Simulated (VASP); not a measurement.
# KCl (P6_3/mmc) in VASP: further runs

Runs on KCl. Level: r2SCAN. Tasks: single point.

Everything below comes from runs of VASP 6.6.1. Logs are shortened: lines on timing, memory, paths and dates and some standing lists are left out, and cuts for length are marked.

## 1. The cell of the first run

It takes space group P6_3/mmc (No. 194, hexagonal). Conventional cell: a = 4.128 Å, b = 4.128 Å, c = 7.263 Å, α = 90.00°, β = 90.00°, γ = 120.00°. K (site symmetry -3m) has 6 Cl at 3.00 Å and 2 K at 3.63 Å within 3.9 Å. Within 3.9 Å of Cl (site symmetry -6m2) lie 6 K at 3.00 Å.

## 2. Single point, r2SCAN (strain -4.9%)

Input file POSCAR:

```
KCl
1.0
    4.1282830175      0.0000000000      0.0000000000
   -2.0641415088      3.5751979671      0.0000000000
    0.0000000000      0.0000000000      7.2633384685
K Cl
2 2
Direct
    0.0000000000      0.0000000000      0.0000000000
    0.0000000000      0.0000000000      0.5000000000
    0.3333333333      0.6666666667      0.2500000000
    0.6666666667      0.3333333333      0.7500000000
```

Input file INCAR.step1:

```
SYSTEM = KCl
PREC = Accurate
ENCUT = 520
ISMEAR = 0
SIGMA = 0.01
LREAL = .False.
LASPH = .True.
NELM = 80
NBANDS = 24
GGA = PE
ALGO = Normal
EDIFF = 1E-4
LWAVE = .True.
LCHARG = .False.
```

Input file INCAR.step2:

```
SYSTEM = KCl
PREC = Accurate
ENCUT = 520
EDIFF = 1E-6
ISMEAR = 0
SIGMA = 0.01
LREAL = .False.
LASPH = .True.
NELM = 80
ALGO = Normal
ISIF = 2
LWAVE = .False.
LCHARG = .False.
METAGGA = R2SCAN
LMIXTAU = .True.
NBANDS = 24
ISTART = 1
```

Input file KPOINTS:

```
Automatic mesh
0
Gamma
  12 12 4
  0 0 0
```

Potentials or basis: VASP PAW PBE potentials, release 64 (K_sv, Cl).

Started as:

```sh
$ cat potpaw_PBE.64/K_sv/POTCAR potpaw_PBE.64/Cl/POTCAR > POTCAR
$ cp INCAR.step1 INCAR
$ mpirun -np 1 vasp_std > vasp.out
$ cp INCAR.step2 INCAR
$ mpirun -np 1 vasp_std > vasp.out
```

OUTCAR:

```text
SYSTEM = KCl
   PREC = Accurate
   ENCUT = 520
   EDIFF = 1E-6
   ISMEAR = 0
   LREAL = .False.
   LASPH = .True.
   NELM = 80
   ISIF = 2
   METAGGA = R2SCAN
   ISTART = 1

 ion  position               nearest neighbor table
   1  0.000  0.000  0.000-   3 3.00   4 3.00   3 3.00   4 3.00   4 3.00   3 3.00   2 3.63   2 3.63

   2  0.000  0.000  0.500-   3 3.00   4 3.00   3 3.00   4 3.00   4 3.00   3 3.00   1 3.63   1 3.63

   3  0.333  0.667  0.250-   1 3.00   2 3.00   1 3.00   2 3.00   1 3.00   2 3.00
   4  0.667  0.333  0.750-   1 3.00   2 3.00   1 3.00   2 3.00   1 3.00   2 3.00

  LATTYP: Found a hexagonal cell.
 ALAT       =     4.1282830175
 C/A-ratio  =     1.7594090419

  Lattice vectors:

 A1 = (   4.1282830175,   0.0000000000,   0.0000000000)
 A2 = (  -2.0641415088,   3.5751979671,   0.0000000000)
 A3 = (   0.0000000000,   0.0000000000,   7.2633384685)

Analysis of symmetry for initial positions (statically):
=====================================================================
 Subroutine PRICEL returns:
 Original cell was already a primitive cell.

 Routine SETGRP: Setting up the symmetry group for a
 hexagonal supercell.

 Subroutine GETGRP returns: Found 24 space group operations
 (whereof 12 operations were pure point group operations)
 out of a pool of 24 trial point group operations.

The static configuration has the point symmetry D_3d.
 The point group associated with its full space group is D_6h.

Analysis of symmetry for dynamics (positions and initial velocities):
=====================================================================
 Subroutine PRICEL returns:
 Original cell was already a primitive cell.

 Routine SETGRP: Setting up the symmetry group for a
 hexagonal supercell.

 Subroutine GETGRP returns: Found 24 space group operations
 (whereof 12 operations were pure point group operations)
 out of a pool of 24 trial point group operations.

The dynamic configuration has the point symmetry D_3d.
 The point group associated with its full space group is D_6h.

 Subroutine INISYM returns: Found 24 space group operations
 (whereof 12 operations are pure point group operations),
 and found     1 'primitive' translations

----------------------------------------------------------------------------------------

                                     Primitive cell

  volume of cell :     107.2027

  direct lattice vectors                    reciprocal lattice vectors
     4.128283018  0.000000000  0.000000000     0.242231455  0.139852395  0.000000000
    -2.064141509  3.575197967  0.000000000     0.000000000  0.279704791  0.000000000
     0.000000000  0.000000000  7.263338468     0.000000000  0.000000000  0.137677737

  length of vectors
     4.128283018  4.128283017  7.263338468     0.279704791  0.279704791  0.137677737

  position of ions in fractional coordinates (direct lattice)
     0.000000000  0.000000000  0.000000000
     0.000000000  0.000000000  0.500000000
     0.333333333  0.666666667  0.250000000
     0.666666667  0.333333333  0.750000000

  ion indices of the primitive-cell ions
   primitive index   ion index
                 1           1
                 2           2
                 3           3
                 4           4

----------------------------------------------------------------------------------------

 KPOINTS: Automatic mesh

Automatic generation of k-mesh.
 Grid dimensions read from file:
 generate k-points for:   12   12    4

 Generating k-lattice:

  Cartesian coordinates                     Fractional coordinates (reciprocal lattice)
     0.020185955  0.011654366  0.000000000     0.083333333  0.000000000  0.000000000
     0.000000000  0.023308733  0.000000000     0.000000000  0.083333333  0.000000000
     0.000000000  0.000000000  0.034419434     0.000000000  0.000000000  0.250000000

  Length of vectors
     0.023308733  0.023308733  0.034419434

  Shift w.r.t. Gamma in fractional coordinates (k-lattice)
     0.000000000  0.000000000  0.000000000

 Subroutine IBZKPT returns following result:
 ===========================================

 Found     57 irreducible k-points:

 Following reciprocal coordinates:
            Coordinates               Weight
  0.000000  0.000000  0.000000      1.000000
  0.083333 -0.000000  0.000000      6.000000
  0.166667 -0.000000  0.000000      6.000000
  0.250000 -0.000000  0.000000      6.000000
  0.333333 -0.000000  0.000000      6.000000
  0.416667 -0.000000  0.000000      6.000000
[... 16 lines left out ...]
  0.250000 -0.000000  0.250000     12.000000
  0.333333 -0.000000  0.250000     12.000000
 [... further k-points ...]
   k-points           NKPTS =     57   k-points in BZ     NKDIM =     57   number of bands    NBANDS=     24
   number of dos      NEDOS =    301   number of ions     NIONS =      4
   total plane-waves  NPLWV =  55296
   dimension x,y,z NGX =    32 NGY =   32 NGZ =   54
   dimension x,y,z NGXF=    64 NGYF=   64 NGZF=  108
   ions per type =               2   2
   NGX,Y,Z   is equivalent  to a cutoff of  12.89, 12.89, 12.36 a.u.
   NGXF,Y,Z  is equivalent  to a cutoff of  25.77, 25.77, 24.72 a.u.
 SYSTEM =  KCl
   PREC   = accura    normal or accurate (medium, high low for compatibility)
   ISTART =      1    job   : 0-new  1-cont  2-samecut
   ICHARG =      0    charge: 1-file 2-atom 10-const
   ISPIN  =      1    spin polarized calculation?
   LNONCOLLINEAR =      F non collinear calculations
   LSORBIT =      F    spin-orbit coupling
   LASPH  =      T    aspherical Exc in radial PAW
   ENCUT  =  520.0 eV  38.22 Ry    6.18 a.u.   7.68  7.68 13.50*2*pi/ulx,y,z
   NELM   =     80;   NELMIN=  2; NELMDL=  0     # of ELM steps
   EDIFF  = 0.1E-05   stopping-criterion for ELM
   LREAL  =      F    real-space projection
   EDIFFG = 0.1E-04   stopping-criterion for IOM
   NSW    =      0    number of steps for IOM
   IBRION =     -1    ionic relax: 0-MD 1-quasi-New 2-CG
   NFREE  =      0    steps in history (QN), initial steepest desc. (CG)
   ISIF   =      2    stress and relaxation
   ISYM   =      2    0-nonsym 1-usesym 2-fastsym
   POTIM  = 0.5000    time-step for ionic-motion
   TEBEG  =    0.0;   TEEND  =   0.0 temperature during run
   PSTRESS=    0.0 pullay stress
   NELECT =      32.0000    total number of electrons
   NUPDOWN=      -1.0000    fix difference up-down
   EMIN   =  10.00;   EMAX   =-10.00  energy-range for DOS
   EFERMI =   0.00;   METHOD = LEGACY
   ISMEAR =     0;   SIGMA  =   0.01  broadening in eV -4-tet -1-fermi 0-gaus
   EFERMI_NEDOS =   21; number of points for ismear=-14 and -15
   IALGO  =     38    algorithm
   IMIX   =      4    mixing-type and parameters
     AMIX     =   0.40;   BMIX     =  1.00
     AMIX_MAG =   1.60;   BMIX_MAG =  1.00
  volume/ion in A,a.u.               =      26.80       180.86
  Fermi-wavevector in a.u.,A,eV,Ry     =   1.094098  2.067545 16.286859  1.197050
  Thomas-Fermi vector in A             =   2.230396
   LORBIT       =      0    0 simple, 1 ext, 2 COOP (PROOUT), +10 PAW based schemes
   METAGGA = R2SCAN    functional components
   LHFCALC =     F    Hartree Fock is set to
   AEXX    =    0.0000 exact exchange contribution
   IVDW    =     0    specifies the selected vdW correction
   LEPSILON=     F    determine dielectric tensor
   LRPA    =     F    only Hartree local field effects (RPA)
 non-spin polarized calculation
 Gauss-broadening in eV      SIGMA  =   0.01
  energy-cutoff  :      520.00
  volume of cell :      107.20
 maximum number of plane-waves:      2925
 NGX is ok and might be reduce to    32
   NGX = 15   NGY = 15   NGZ = 27

 number of electron      31.9999995 magnetization

 Free energy of the ion-electron system (eV)
  ---------------------------------------------------
  ext. energy  EPLUGINS =         0.00000000
  ---------------------------------------------------
  free energy    TOTEN  =       -32.69297916 eV

  energy without entropy =      -32.69297916  energy(sigma->0) =      -32.69297916

 E-fermi :  -1.4646     XC(G=0):  -8.6411

 val. band max:       -1.5072345509   @ k =   0.0000   0.0000   0.0000
 cond. band min:       4.8208980865   @ k =   0.0000   0.0000   0.0000
 fundamental gap:      6.3281326374
 Fermi energy:        -1.4646093942

 k-point     1 :       0.0000    0.0000    0.0000
  band No.  band energies     occupation
      1     -29.6477      2.00000
      2     -29.6076      2.00000
      3     -14.7778      2.00000
      4     -14.4396      2.00000
      5     -12.3403      2.00000
      6     -12.3403      2.00000
[... 16 lines left out ...]
     23       8.1229      0.00000
     24       8.5955      0.00000

 k-point     2 :       0.0833   -0.0000    0.0000
  band No.  band energies     occupation
      1     -29.6463      2.00000
      2     -29.6065      2.00000
      3     -14.7541      2.00000
      4     -14.4549      2.00000
      5     -12.3447      2.00000
      6     -12.3212      2.00000
[... 16 lines left out ...]
     23       8.2189      0.00000
     24       8.5789      0.00000

 k-point     3 :       0.1667   -0.0000    0.0000
  band No.  band energies     occupation
      1     -29.6426      2.00000
      2     -29.6036      2.00000
      3     -14.6891      2.00000
      4     -14.4923      2.00000
      5     -12.3566      2.00000
      6     -12.3397      2.00000
[... 16 lines left out ...]
     23       8.5641      0.00000
     24       8.8962      0.00000

 k-point     4 :       0.2500   -0.0000    0.0000
  band No.  band energies     occupation
      1     -29.6374      2.00000
      2     -29.5995      2.00000
      3     -14.6214      2.00000
      4     -14.5100      2.00000
      5     -12.3998      2.00000
      6     -12.3728      2.00000
[... 16 lines left out ...]
     23       8.9338      0.00000
     24       9.5358      0.00000

 k-point     5 :       0.3333   -0.0000    0.0000
  band No.  band energies     occupation
      1     -29.6323      2.00000
      2     -29.5955      2.00000
      3     -14.6361      2.00000
      4     -14.4279      2.00000
      5     -12.4809      2.00000
      6     -12.4587      2.00000
[... 16 lines left out ...]
     23       9.5621      0.00000
     24       9.5958      0.00000

 k-point     6 :       0.4167   -0.0000    0.0000
  band No.  band energies     occupation
      1     -29.6285      2.00000
      2     -29.5925      2.00000
      3     -14.6671      2.00000
      4     -14.3331      2.00000
      5     -12.6013      2.00000
      6     -12.5010      2.00000
[... 16 lines left out ...]
     23       9.9067      0.00000
     24      10.1824      0.00000
[... 379 lines left out ...]
 k-point    21 :       0.0833   -0.0000    0.2500
  band No.  band energies     occupation
      1     -29.6405      2.00000
      2     -29.6124      2.00000
      3     -14.7107      2.00000
      4     -14.4991      2.00000
      5     -12.3419      2.00000
      6     -12.3355      2.00000
[... 16 lines left out ...]
     23       8.3705      0.00000
     24       8.4625      0.00000

 k-point    22 :       0.1667   -0.0000    0.2500
  band No.  band energies     occupation
      1     -29.6369      2.00000
      2     -29.6093      2.00000
      3     -14.6576      2.00000
      4     -14.5180      2.00000
      5     -12.3762      2.00000
      6     -12.3497      2.00000
[... 16 lines left out ...]
     23       8.7341      0.00000
     24       8.8131      0.00000

 k-point    23 :       0.2500   -0.0000    0.2500
  band No.  band energies     occupation
      1     -29.6319      2.00000
      2     -29.6051      2.00000
      3     -14.6013      2.00000
      4     -14.5221      2.00000
      5     -12.4527      2.00000
      6     -12.3625      2.00000
[... 16 lines left out ...]
     23       9.2401      0.00000
     24       9.3377      0.00000

 k-point    24 :       0.3333   -0.0000    0.2500
  band No.  band energies     occupation
      1     -29.6269      2.00000
      2     -29.6009      2.00000
      3     -14.6055      2.00000
      4     -14.4578      2.00000
      5     -12.5247      2.00000
      6     -12.3780      2.00000
[... 16 lines left out ...]
     23       9.6871      0.00000
     24       9.9473      0.00000

 [... further k-points ...]

------------------------ aborting loop because EDIFF is reached ----------------------------------------

  FORCE on cell =-STRESS in cart. coord.  units (eV):
  Direction    XX          YY          ZZ          XY          YZ          ZX
  --------------------------------------------------------------------------------------
  -------------------------------------------------------------------------------------
  Total        2.7012223      2.7012223      3.0248711     -0.0000000      0.0000000      0.0000000
  in kB       40.3705868     40.3705868     45.2076166     -0.0000000      0.0000000      0.0000000
  external PRESSURE =      41.9829301 kB  Pullay stress =       0.0000000 kB

 VOLUME and BASIS-vectors are now :
 -----------------------------------------------------------------------------
  energy-cutoff  :      520.00
  volume of cell :      107.20
      direct lattice vectors                 reciprocal lattice vectors
     4.128283018  0.000000000  0.000000000     0.242231455  0.139852395  0.000000000
    -2.064141509  3.575197967  0.000000000     0.000000000  0.279704791  0.000000000
     0.000000000  0.000000000  7.263338468     0.000000000  0.000000000  0.137677737

 POSITION                                       TOTAL-FORCE (eV/Angst)
 -----------------------------------------------------------------------------------
      0.00000      0.00000      0.00000         0.000000      0.000000     -0.000000
      0.00000      0.00000      3.63167         0.000000      0.000000     -0.000000
     -0.00000      2.38347      1.81583        -0.000000     -0.000000      0.000000
      2.06414      1.19173      5.44750         0.000000      0.000000     -0.000000
 -----------------------------------------------------------------------------------
    total drift:                                0.000000     -0.000000      0.000000

  FREE ENERGIE OF THE ION-ELECTRON SYSTEM (eV)
  ---------------------------------------------------
  free  energy   TOTEN  =       -32.6929791585 eV

  energy  without entropy=      -32.6929791585  energy(sigma->0) =      -32.69297916
```

Run time: 5.6 min. Hardware: 1 thread of Intel Xeon 6975P-C, shared host; peak memory 0.31 GiB.

Results:

* Free energy: -32.6930 eV
* Pressure: 4.2 GPa
* Band gap on the k mesh: 6.33 eV, direct

Caveat: the cell differs from its parent crystal (strain -4.9%); the PAW data sets were made with another functional, which shifts forces and pressure a little. A k mesh can miss the band edges.

## 3. Single point, r2SCAN (epitaxial xy strain +2.5%)

Input file POSCAR:

```
KCl
1.0
    4.4507508772      0.0000000000      0.0000000000
   -2.2253754386      3.8544633256      0.0000000000
    0.0000000000      0.0000000000      7.5201935882
K Cl
2 2
Direct
    0.0000000000      0.0000000000      0.0000000000
    0.0000000000      0.0000000000      0.5000000000
    0.3333333333      0.6666666667      0.2500000000
    0.6666666667      0.3333333333      0.7500000000
```

Input file INCAR.step1:

```
ALGO = Normal ; EDIFF = 1E-4
ENCUT = 520 ; GGA = PE
ISMEAR = 0 ; LASPH = T
LCHARG = F ; LREAL = F
LWAVE = T ; NBANDS = 24
NELM = 100 ; PREC = Accurate
SIGMA = 0.01
```

Input file INCAR.step2:

```
ALGO = Normal ; EDIFF = 1E-7
ENCUT = 520 ; ISIF = 2
ISMEAR = 0 ; ISTART = 1
LASPH = T ; LCHARG = F
LMIXTAU = T ; LREAL = F
LWAVE = F ; METAGGA = R2SCAN
NBANDS = 24 ; NELM = 100
PREC = Accurate ; SIGMA = 0.01
```

Input file KPOINTS:

```
k-points
0
Gamma
  12 12 4
```

Potentials or basis: VASP PAW PBE potentials, release 64 (K_sv, Cl).

Started as:

```sh
$ cat potpaw_PBE.64/K_sv/POTCAR potpaw_PBE.64/Cl/POTCAR > POTCAR
$ cp INCAR.step1 INCAR
$ mpirun -np 1 vasp_std > vasp.out
$ cp INCAR.step2 INCAR
$ mpirun -np 1 vasp_std > vasp.out
```

Wall time 8.9 min (1 thread of Intel Xeon 6975P-C, shared host); peak memory 0.37 GiB.

It converged, with:

* Free energy: -32.8825 eV
* Pressure: -0.6 GPa
* Band gap on the k mesh: 5.71 eV, direct

Stress tensor (GPa, compression positive):
```
-0.84  0.00  0.00
 0.00 -0.84  0.00
 0.00  0.00 -0.03
```

Levels at points of the mesh, in eV from the valence-band top:
```tsv
k point	band 13	band 14	band 15	band 16	band 17	band 18	band 19	band 20
(0.00, 0.00, 0.00)	-0.27	-0.06	0.00	0.00	5.71	8.02	8.06	9.21
(0.50, 0.00, 0.00)	-0.43	-0.39	-0.31	-0.21	7.33	8.27	8.59	9.00
(0.00, 0.00, 0.50)	-0.14	-0.14	-0.14	-0.14	6.91	6.91	8.70	8.70
(0.50, 0.00, 0.50)	-0.33	-0.33	-0.26	-0.26	8.03	8.03	8.51	8.51
```

Caveat: the cell differs from its parent crystal (epitaxial xy strain +2.5%); the PAW data sets were made with another functional, which shifts forces and pressure a little. A k mesh can miss the band edges.
